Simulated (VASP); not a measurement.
# LiSb2 (Fddd) in VASP: a series of runs, part 2 of 2

VASP 6.6.1. The steps go on from the part before.

## 3. Relaxation of cell and atoms, RPBE

File INCAR:

```
PREC     = Accurate       # precision mode
ENCUT    = 600            # plane-wave cutoff, eV
EDIFF    = 1E-7           # SCF threshold, eV
ISMEAR   = 0              # smearing method
SIGMA    = 0.1229         # smearing width, eV
LREAL    = F              # projectors in reciprocal space
LASPH    = T              # aspherical terms in the spheres
NELM     = 80             # most SCF steps
ALGO     = Normal         # electronic algorithm
ISIF     = 3              # what is computed and relaxed
LWAVE    = F              # write WAVECAR
LCHARG   = F              # write CHGCAR
GGA      = RP             # functional
IBRION   = 2              # ionic algorithm
NSW      = 60             # ionic steps
EDIFFG   = -0.01          # ionic threshold
```

File KPOINTS:

```
regular mesh
0
Gamma
  4 4 4
```

File POSCAR:

```
LiSb2
1.0
    0.0000000000      2.7643230000      4.7229800000
    0.0000000000     -2.7643230000      4.7229800000
    4.8713630000      2.7643230000      0.0000000000
Li Sb
2 4
Direct
    0.0000000000      0.0000000000      0.0000000000
    0.2500000000      0.2500000000      0.5000000000
    0.6670000000      0.3330000000      0.6660000000
    0.3330000000      0.6670000000      0.3340000000
    0.5830000000      0.9170000000      0.8340000000
    0.9170000000      0.5830000000      0.1660000000
```

Potentials or basis: VASP PAW PBE potentials, release 64 (Li_sv, Sb).

Started as:

```
> cat potpaw_PBE.64/Li_sv/POTCAR potpaw_PBE.64/Sb/POTCAR > POTCAR
> mpirun -np 1 vasp_std > vasp.out
```

OUTCAR:

```text
PREC = Accurate
   ENCUT = 600
   EDIFF = 1E-7
   ISMEAR = 0
   LREAL = F
   LASPH = T
   NELM = 80
   ISIF = 3
   GGA = RP
   IBRION = 2
   NSW = 60
   EDIFFG = -0.01

 ion  position               nearest neighbor table
   1  0.000  0.000  0.000-   5 2.85   6 2.85   5 2.85   6 2.85
   2  0.250  0.250  0.500-   3 2.85   4 2.85   4 2.85   3 2.85
   3  0.667  0.333  0.666-   2 2.85   2 2.85   5 2.86   5 2.86   4 3.20   4 3.20   4 3.25   6 3.66
                             6 3.66   6 3.66   6 3.66
   4  0.333  0.667  0.334-   2 2.85   2 2.85   6 2.86   6 2.86   3 3.20   3 3.20   3 3.25   5 3.66
                             5 3.66   5 3.66   5 3.66
   5  0.583  0.917  0.834-   1 2.85   1 2.85   3 2.86   3 2.86   6 3.20   6 3.20   6 3.25   4 3.66
                             4 3.66   4 3.66   4 3.66
   6  0.917  0.583  0.166-   1 2.85   1 2.85   4 2.86   4 2.86   5 3.20   5 3.20   5 3.25   3 3.66
                             3 3.66   3 3.66   3 3.66

[... 309 lines left out ...]

--------------------------------------- Ionic step       17  -------------------------------------------

 number of electron      25.9999994 magnetization

------------------------ aborting loop because EDIFF is reached ----------------------------------------
[... 75 lines left out ...]
--------------------------------------- Ionic step       19  -------------------------------------------

 number of electron      25.9999993 magnetization

 Free energy of the ion-electron system (eV)
  ---------------------------------------------------
  ext. energy  EPLUGINS =         0.00000000
  ---------------------------------------------------
  free energy    TOTEN  =       -19.29217169 eV

  energy without entropy =      -19.26011046  energy(sigma->0) =      -19.27614108

 E-fermi :   5.9843     XC(G=0):  -9.1417

 val. band max:        5.9838612067   @ k =   0.2500  -0.2500   0.2500
 cond. band min:       5.9970244493   @ k =   0.5000   0.5000   0.5000
 fundamental gap:      0.0131632426
 Fermi energy:         5.9843279148

 k-point     1 :       0.0000    0.0000    0.0000
  band No.  band energies     occupation
      1     -41.1262      2.00000
      2     -41.1256      2.00000
      3      -5.5992      2.00000
      4      -2.5068      2.00000
      5      -2.2745      2.00000
      6      -0.6840      2.00000
[... 382 lines left out ...]
  FREE ENERGIE OF THE ION-ELECTRON SYSTEM (eV)
  ---------------------------------------------------
  free  energy   TOTEN  =       -19.2921716865 eV

  energy  without entropy=      -19.2601104642  energy(sigma->0) =      -19.27614108

 reached required accuracy - stopping structural energy minimisation
```

OSZICAR:

```text
N       E                     dE             d eps       ncg     rms          rms(c)
DAV:   1     0.145280564496E+03    0.14528E+03   -0.99448E+03   612   0.149E+03
DAV:   2    -0.457440140902E+01   -0.14985E+03   -0.14765E+03   729   0.268E+02
DAV:   3    -0.179713282583E+02   -0.13397E+02   -0.13169E+02  1113   0.633E+01
DAV:   4    -0.185443971770E+02   -0.57307E+00   -0.57091E+00   848   0.154E+01
[... 184 lines left out ...]
DAV:   2    -0.192922497163E+02    0.11442E-03   -0.16827E-03   774   0.300E-01    0.985E-02
DAV:   3    -0.192921702109E+02    0.79505E-04   -0.50248E-04   791   0.124E-01    0.128E-02
DAV:   4    -0.192921716348E+02   -0.14239E-05   -0.37405E-05   732   0.370E-02    0.792E-03
DAV:   5    -0.192921716232E+02    0.11584E-07   -0.32980E-06   920   0.113E-02    0.242E-03
DAV:   6    -0.192921716865E+02   -0.63292E-07   -0.20308E-07   540   0.282E-03
  19 F= -.19292172E+02 E0= -.19276141E+02  d E =-.408385E-03
```

CONTCAR:

```text
LiSb2
   1.00000000000000
     0.0000000000000000    2.8987013035679263    4.9877586285114655
     0.0000000000000000   -2.8987013035679263    4.9877586285114655
     5.2964921855432250    2.8987013035679263    0.0000000000000000
  Li              Sb
     2     4
Direct
     0.0000000000000000    0.0000000000000000    0.0000000000000000
     0.2500000000000000    0.2500000000000000    0.5000000000000000
     0.6796482253340300    0.3203517746659700    0.6407035493319401
     0.3203517746659700    0.6796482253340300    0.3592964506680600
     0.5703517746659700    0.9296482253340300    0.8592964506680599
     0.9296482253340300    0.5703517746659700    0.1407035493319401

  0.00000000E+00  0.00000000E+00  0.00000000E+00
  0.00000000E+00  0.00000000E+00  0.00000000E+00
  0.00000000E+00  0.00000000E+00  0.00000000E+00
  0.00000000E+00  0.00000000E+00  0.00000000E+00
  0.00000000E+00  0.00000000E+00  0.00000000E+00
  0.00000000E+00  0.00000000E+00  0.00000000E+00
```

It took 16 min on 1 thread of AMD EPYC 7R43 (Zen 3), shared host; peak memory 0.32 GiB.

What came out:

```yaml
Free_energy: -19.2922 eV
Relaxed_volume: 25.53 Å³/atom
Relaxed_cell: a = 5.769 Å, b = 5.769 Å, c = 6.038 Å, α = 103.96°, β = 76.04°, γ = 60.33°
Space_group_after_relaxing_to_0.05_Å: Fddd (No. 70)
Energy_gained_by_relaxing: 136.4 meV/atom
Ionic_steps: 19
Pressure_after_relaxing: 0.0 GPa
Largest_force_after_relaxing: 0.008 eV/Å
Band_gap_on_the_k_mesh: zero (band 13 reaches 6.90 eV, above the bottom of band 14 at 4.88 eV)
```

Forces on the atoms (eV/Å):
```
Li   0.000  0.000  0.000
Li   0.000  0.000  0.000
Sb  -0.008  0.000  0.000
Sb   0.008  0.000  0.000
Sb   0.008  0.000  0.000
Sb  -0.008  0.000  0.000
```

Step by step:
```
step  energy change (eV)  largest force (eV/Å)  pressure (GPa)  volume (Å³)
   1              0.0000                0.6222           10.64       127.20
   2             -0.7527                0.2091           -0.73       154.88
   3             -0.7570                0.2340           -0.09       152.34
   4             -0.7570                0.2285           -0.23       152.87
   5             -0.7683                0.2077           -0.19       152.54
   6             -0.7933                0.1282            0.01       151.54
   7             -0.7930                0.0743            0.63       149.52
   8             -0.8024                0.0445            0.27       150.61
   9             -0.8025                0.0336            0.30       150.50
  10             -0.8056                0.0091           -0.22       152.52
  11             -0.8056                0.0107           -0.18       152.38
  12             -0.8101                0.0021           -0.18       152.53
  13             -0.8149                0.0490           -0.09       152.87
  14             -0.8154                0.0368           -0.12       152.79
  15             -0.8163                0.0234            0.24       151.61
  16             -0.8164                0.0267            0.14       151.92
  17             -0.8176                0.0118            0.08       152.40
  18             -0.8181                0.0086           -0.01       153.04
  19             -0.8185                0.0075            0.01       153.15
```

Final structure:
```
Li Sb
1.0
     0.00000    2.89870    4.98776
     0.00000   -2.89870    4.98776
     5.29649    2.89870    0.00000
Li Sb
2 4
Direct
  0.00000 0.00000 0.00000
  0.25000 0.25000 0.50000
  0.67965 0.32035 0.64070
  0.32035 0.67965 0.35930
  0.57035 0.92965 0.85930
  0.92965 0.57035 0.14070
```

Caveat: the k points lie up to 0.35 Å⁻¹ apart in the final cell; the cutoff is under 1.25 times the usual one of these potentials, so pressure, stress and relaxed cells hold a basis-set (Pulay) error; the volume moved by over 15 % at a fixed basis, so the end points are rough; the PAW data sets were made with another functional, which shifts forces and pressure a little; spin-orbit coupling is left out, which moves the levels of the heavy elements.

## 4. Relaxation of cell and atoms, PBE

File INCAR:

```
PREC     = Accurate       # precision mode
ENCUT    = 600            # plane-wave cutoff, eV
EDIFF    = 1E-6           # SCF threshold, eV
ISMEAR   = 0              # smearing method
SIGMA    = 0.1229         # smearing width, eV
LREAL    = F              # projectors in reciprocal space
LASPH    = T              # aspherical terms in the spheres
NELM     = 60             # most SCF steps
ALGO     = Normal         # electronic algorithm
ISIF     = 3              # what is computed and relaxed
LWAVE    = F              # write WAVECAR
LCHARG   = F              # write CHGCAR
GGA      = PE             # functional
IBRION   = 2              # ionic algorithm
NSW      = 60             # ionic steps
EDIFFG   = -0.01          # ionic threshold
```

File KPOINTS:

```
Automatic mesh
0
Gamma
  4 4 4
```

POSCAR is that of step 3.

Started as:

```
> cat potpaw_PBE.64/Li_sv/POTCAR potpaw_PBE.64/Sb/POTCAR > POTCAR
> mpirun -np 1 vasp_std > vasp.out
```

Run time: 14 min. Hardware: 1 thread of AMD EPYC 7R43 (Zen 3), shared host; peak memory 0.32 GiB.

Results (log left out):

```yaml
Free_energy: -20.9884 eV
Relaxed_volume: 24.74 Å³/atom
Relaxed_cell: a = 5.732 Å, b = 5.732 Å, c = 5.935 Å, α = 104.30°, β = 75.70°, γ = 60.76°
Space_group_after_relaxing_to_0.05_Å: Fddd (No. 70)
Energy_gained_by_relaxing: 107.5 meV/atom
Ionic_steps: 25
Pressure_after_relaxing: 0.0 GPa
Largest_force_after_relaxing: 0.005 eV/Å
Band_gap_on_the_k_mesh: zero (band 13 reaches 7.10 eV, above the bottom of band 14 at 5.01 eV)
```

Forces on the atoms (eV/Å):
```
Li   0.000  0.000  0.000
Li   0.000  0.000  0.000
Sb  -0.005  0.000  0.000
Sb   0.005  0.000  0.000
Sb   0.005  0.000  0.000
Sb  -0.005  0.000  0.000
```

Stress tensor (GPa, compression positive):
```
-0.02  0.00  0.00
 0.00 -0.04  0.00
 0.00  0.00  0.06
```

The path:
| step | energy change (eV) | largest force (eV/Å) | pressure (GPa) | volume (Å³) |
| --- | --- | --- | --- | --- |
| 1 | 0.0000 | 0.6089 | 9.30 | 127.20 |
| 2 | -0.5807 | 0.2274 | -0.83 | 151.20 |
| 3 | -0.5855 | 0.2557 | -0.14 | 148.69 |
| 4 | -0.5855 | 0.2505 | -0.27 | 149.15 |
| 5 | -0.5986 | 0.2235 | -0.22 | 148.76 |
| 6 | -0.6262 | 0.1253 | 0.00 | 147.61 |
| 7 | -0.6196 | 0.1069 | 0.70 | 145.30 |
| 8 | -0.6341 | 0.0429 | 0.25 | 146.69 |
| 9 | -0.6342 | 0.0323 | 0.28 | 146.58 |
| 10 | -0.6368 | 0.0103 | -0.24 | 148.30 |
| 11 | -0.6369 | 0.0131 | -0.18 | 148.09 |
| 12 | -0.6400 | 0.0053 | -0.13 | 147.87 |
| 13 | -0.6431 | 0.0078 | -0.05 | 147.50 |
| 14 | -0.6434 | 0.0132 | 0.00 | 147.32 |
| 15 | -0.6434 | 0.0118 | -0.01 | 147.36 |
| 16 | -0.6438 | 0.0067 | 0.07 | 147.24 |
| 17 | -0.6439 | 0.0027 | 0.13 | 147.14 |
| 18 | -0.6441 | 0.0013 | 0.11 | 147.30 |
| 19 | -0.6445 | 0.0024 | 0.03 | 147.77 |
| 20 | -0.6444 | 0.0102 | -0.13 | 148.71 |
| 21 | -0.6446 | 0.0060 | -0.05 | 148.21 |
| 22 | -0.6447 | 0.0059 | -0.04 | 148.28 |
| 23 | -0.6448 | 0.0054 | -0.02 | 148.35 |
| 24 | -0.6449 | 0.0051 | 0.01 | 148.49 |
| 25 | -0.6449 | 0.0051 | 0.00 | 148.45 |

Final structure:
```xyz
6
Lattice="0.0000 2.8987 4.9446 0.0000 -2.8987 4.9446 5.1789 2.8987 0.0000" Properties=species:S:1:pos:R:3 pbc="T T T"
Li    0.0000    0.0000    0.0000
Li    2.5894    1.4493    2.4723
Sb    3.3135    2.8987    4.9446
Sb    1.8654    0.0000    4.9446
Sb    4.4548    1.4493    7.4168
Sb    0.7241    1.4493    7.4168
```

Levels at points of the mesh, in eV from the Fermi level:
```tsv
k point	band 10	band 11	band 12	band 13	band 14	band 15	band 16	band 17
(0.00, 0.00, 0.00)	-2.98	-2.71	-2.00	-1.76	-1.18	1.12	1.77	2.41
(0.50, 0.00, 0.00)	-2.20	-1.40	-0.90	0.39	0.99	1.41	1.66	1.70
(0.50, 0.50, 0.00)	-2.56	-2.10	-2.10	0.90	0.90	1.13	1.13	1.67
(0.00, 0.00, 0.50)	-2.78	-1.67	-1.67	0.20	0.20	1.33	1.33	2.20
(0.50, 0.50, 0.50)	-2.39	-0.64	-0.64	-0.02	-0.02	1.86	1.86	3.12
```

Caveat: the k points lie up to 0.35 Å⁻¹ apart in the final cell; the cutoff is under 1.25 times the usual one of these potentials, so pressure, stress and relaxed cells hold a basis-set (Pulay) error; the volume moved by over 15 % at a fixed basis, so the end points are rough; spin-orbit coupling is left out, which moves the levels of the heavy elements.
